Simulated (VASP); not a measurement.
GaP: relaxation of cell and atoms with PBEsol

GaP:

```xyz
2
Lattice="0.0000 2.7258 2.7258 2.7258 0.0000 2.7258 2.7258 2.7258 0.0000" Properties=species:S:1:pos:R:3 pbc="T T T"
Ga    0.0000    0.0000    0.0000
P     1.3629    1.3629    1.3629
```

| Item | Value |
| --- | --- |
| Program | VASP 6.6.1 |
| Task | relaxation of cell and atoms |
| Functional | PBEsol |
| Potentials or basis | VASP PAW PBE potentials, release 64 (Ga_d, P) |
| Cutoff | 600 eV |
| k mesh | 8 × 8 × 8 |
| Occupations | gaussian, width 0.02 eV |
| Spin | no spin polarisation |
| Dipole correction | no |
| Further INCAR settings | ALGO = Normal; EDIFF = 1e-06; IBRION = 2; EDIFFG = -0.005; NSW = 100; ISIF = 3 |

```yaml
Relaxed_volume: 20.09 Å³/atom
Relaxed_cell: a = 3.844 Å, b = 3.844 Å, c = 3.844 Å, α = 60.00°, β = 60.00°, γ = 60.00°
Space_group_after_relaxing_to_0.05_Å: F-43m (No. 216)
Energy_gained_by_relaxing: 0.4 meV/atom
Ionic_steps: 3
Pressure_after_relaxing: 0.0 GPa
Band_gap_on_the_k_mesh: 1.50 eV, indirect (least direct gap 1.81 eV)
```

Step by step:
| step | energy change (eV) | largest force (eV/Å) | pressure (GPa) | volume (Å³) |
| --- | --- | --- | --- | --- |
| 1 | 0.0000 | 0.0000 | -0.69 | 40.51 |
| 2 | -0.0005 | 0.0000 | 0.46 | 40.00 |
| 3 | -0.0007 | 0.0000 | -0.04 | 40.18 |

Final structure:
```cif
data_structure
_symmetry_space_group_name_H-M 'P 1'
_symmetry_Int_Tables_number 1
_cell_length_a 3.8444
_cell_length_b 3.8444
_cell_length_c 3.8444
_cell_angle_alpha 60.000
_cell_angle_beta 60.000
_cell_angle_gamma 60.000
_cell_volume 40.18
loop_
_atom_site_label
_atom_site_type_symbol
_atom_site_fract_x
_atom_site_fract_y
_atom_site_fract_z
_atom_site_occupancy
Ga1 Ga 0.00000 0.00000 0.00000 1
P1 P 0.25000 0.25000 0.25000 1
```

Levels at points of the mesh, in eV from the valence-band top:
| k point | band 5 | band 6 | band 7 | band 8 | band 9 | band 10 | band 11 | band 12 | band 13 |
| --- | --- | --- | --- | --- | --- | --- | --- | --- | --- |
| (0.00, 0.00, 0.00) | -14.45 | -12.58 | 0.00 | 0.00 | 0.00 | 1.81 | 3.82 | 3.82 | 3.82 |
| (0.50, 0.00, 0.00) | -14.44 | -10.47 | -6.74 | -1.14 | -1.14 | 1.61 | 4.65 | 4.65 | 8.10 |
| (0.50, 0.50, 0.00) | -14.43 | -9.54 | -6.84 | -2.74 | -2.74 | 1.50 | 1.71 | 10.61 | 10.61 |

Run time: 37 s on 1 thread of Intel(R) Xeon(R) Platinum 8259CL CPU @ 2.50GHz (Skylake/Cascade Lake), with other jobs on the host, peak memory 0.19 GiB.

Caveat: the PAW data sets were made with another functional, which shifts forces and pressure a little. A k mesh can miss the band edges.
